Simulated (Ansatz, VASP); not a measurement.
Given: the input of a run of Ansatz 0.2.0 on CuO.

input.yaml

```yaml
crystal:
  lattice:
    - [3.4670831206, 0.0, 0.0]
    - [0.0, 3.4670831206, 0.0]
    - [0.0, 0.0, 4.3165266131]
  atoms:
    - { symbol: Cu, position: [0.0, 0.5, 0.0] }
    - { symbol: Cu, position: [0.5, 0.0, 0.5] }
    - { symbol: O, position: [0.0, 0.0, 0.25] }
    - { symbol: O, position: [0.0, 0.0, 0.75] }
hamiltonian:
  xc: rpbe
  pseudopotentials: { kind: paw }
kpoints:
  mp_grid: { grid: [8, 8, 6] }
scf:
  occupations: { method: fermi_dirac, width: 0.05 }
output:
  forces: true
  stress: true
  eigenvalues: true
```

Potentials or basis: Ansatz PAW.

Run with:

```console
$ ansatz run input.yaml --threads 2 --pin off --max-ram 5632MiB --backend cpu --events-out ev --progress --plain --runs-dir out
```

Set up the same calculation for VASP 6.6.1. Potentials there: VASP PAW PBE potentials, release 64 (Cu, O).

As run (the cutoff follows the program's own potentials):

Contents of INCAR:

```
SYSTEM = CuO
PREC = Accurate ; ENCUT = 520
EDIFF = 1E-6 ; ISMEAR = -1
SIGMA = 0.05 ; LREAL = .FALSE.
LASPH = .TRUE. ; NELM = 80
ALGO = Normal ; ISIF = 2
LWAVE = .FALSE. ; LCHARG = .FALSE.
GGA = RP ; NBANDS = 25
```

File KPOINTS:

```
Automatic mesh
0
G
  8 8 6
  0 0 0
```

POSCAR

```
CuO
1.0
    3.4670831206      0.0000000000      0.0000000000
    0.0000000000      3.4670831206      0.0000000000
    0.0000000000      0.0000000000      4.3165266131
Cu O
2 2
Direct
    0.0000000000      0.5000000000      0.0000000000
    0.5000000000      0.0000000000      0.5000000000
    0.0000000000      0.0000000000      0.2500000000
    0.0000000000      0.0000000000      0.7500000000
```

Potentials or basis: VASP PAW PBE potentials, release 64 (Cu, O).

Run with:

```console
$ cat potpaw_PBE.64/Cu/POTCAR potpaw_PBE.64/O/POTCAR > POTCAR
$ mpirun -np 1 vasp_std > vasp.out
```

Both were run:

|  | VASP | Ansatz | Ansatz less VASP |
| --- | --- | --- | --- |
| gap on the k mesh at the Fermi level (eV) | none | none | - |
| pressure (GPa) | -2.2 | -2.7 | -0.48 |
| traceless stress, the component that is largest in VASP (GPa) | 21.83 | 22.26 | +0.434 |

VASP's potentials were made for PBE, not for RPBE. A gap of «none» marks a metal or a gap that the smearing closes. The functional is the same, so the differences come from potentials, cutoffs and numerics. VASP's potentials hold 34 valence electrons a cell and Ansatz's 50, so a difference there can come from the potentials and not from the codes.
